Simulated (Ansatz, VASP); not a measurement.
## TiAl2 in VASP and in Ansatz

File POSCAR:

```
TiAl2
1.0
    1.9795500000     -6.0472000000      0.0000000000
    1.9795500000      6.0472000000      0.0000000000
    0.0000000000      0.0000000000      4.0315000000
Ti Al
2 4
Direct
    0.6490000000      0.3510000000      0.0000000000
    0.3510000000      0.6490000000      0.0000000000
    0.0000000000      0.0000000000      0.0000000000
    0.8240000000      0.1760000000      0.5000000000
    0.1760000000      0.8240000000      0.5000000000
    0.5000000000      0.5000000000      0.5000000000
```

Contents of INCAR.step1:

```
ALGO     = Normal         # electronic algorithm
EDIFF    = 1E-4           # SCF threshold, eV
ENCUT    = 520            # plane-wave cutoff, eV
GGA      = PE             # functional
ISMEAR   = 0              # smearing method
LASPH    = True           # aspherical terms in the spheres
LCHARG   = False          # write CHGCAR
LREAL    = False          # projectors in reciprocal space
LWAVE    = True           # write WAVECAR
NBANDS   = 27             # bands
NELM     = 80             # most SCF steps
PREC     = Accurate       # precision mode
SIGMA    = 0.2            # smearing width, eV
```

INCAR.step2

```
ALGO     = Normal         # electronic algorithm
EDIFF    = 1E-7           # SCF threshold, eV
ENCUT    = 520            # plane-wave cutoff, eV
ISIF     = 2              # what is computed and relaxed
ISMEAR   = 0              # smearing method
ISTART   = 1            
LASPH    = True           # aspherical terms in the spheres
LCHARG   = False          # write CHGCAR
LMIXTAU  = True         
LREAL    = False          # projectors in reciprocal space
LWAVE    = False          # write WAVECAR
METAGGA  = R2SCAN         # meta-GGA
NBANDS   = 27             # bands
NELM     = 80             # most SCF steps
PREC     = Accurate       # precision mode
SIGMA    = 0.2            # smearing width, eV
```

KPOINTS

```
k-points
0
Gamma
  5 5 5
```

Input for Ansatz:

```yaml
crystal:
  lattice:
    - [1.97955, -6.0472, 0.0]
    - [1.97955, 6.0472, 0.0]
    - [0.0, 0.0, 4.0315]
  atoms:
    - { symbol: Ti, position: [0.649, 0.351, 0.0] }
    - { symbol: Ti, position: [0.351, 0.649, 0.0] }
    - { symbol: Al, position: [0.0, 0.0, 0.0] }
    - { symbol: Al, position: [0.824, 0.176, 0.5] }
    - { symbol: Al, position: [0.176, 0.824, 0.5] }
    - { symbol: Al, position: [0.5, 0.5, 0.5] }
basis:
  ecutwfc: 500
kpoints:
  mp_grid: { grid: [5, 5, 5] }
hamiltonian:
  xc: r2scan
scf:
  occupations: { method: gaussian, width: 0.2 }
output:
  forces: true
  stress: true
  eigenvalues: true
```

Alike in both runs: task single point; functional r2SCAN; k mesh 5 × 5 × 5; occupations gaussian, width 0.2 eV; no spin polarisation.

|  | VASP | Ansatz |
| --- | --- | --- |
| version | VASP 6.6.1 | Ansatz 0.2.0 |
| potentials or method | VASP PAW PBE potentials, release 64 (Ti_sv, Al), cutoff 520 eV | scalar-relativistic, plane waves, PAW |
| valence electrons in the cell | 36 | 36 |

VASP gave:

- gap on the k mesh at the Fermi level (eV): none
- pressure (GPa): -1.8
- traceless stress, the component that is largest in VASP (GPa): 1.58
- rms of the force components (eV/Å): 0.342

Task: Which values does Ansatz return?

Result: gap on the k mesh at the Fermi level (eV): none; pressure (GPa): -1.8; traceless stress, the component that is largest in VASP (GPa): 1.57; rms of the force components (eV/Å): 0.341.

VASP's potentials were made for PBE, not for r2SCAN. Atom by atom the forces differ by 0.002 eV/Å (rms over components). A gap of «none» marks a metal or a gap that the smearing closes.
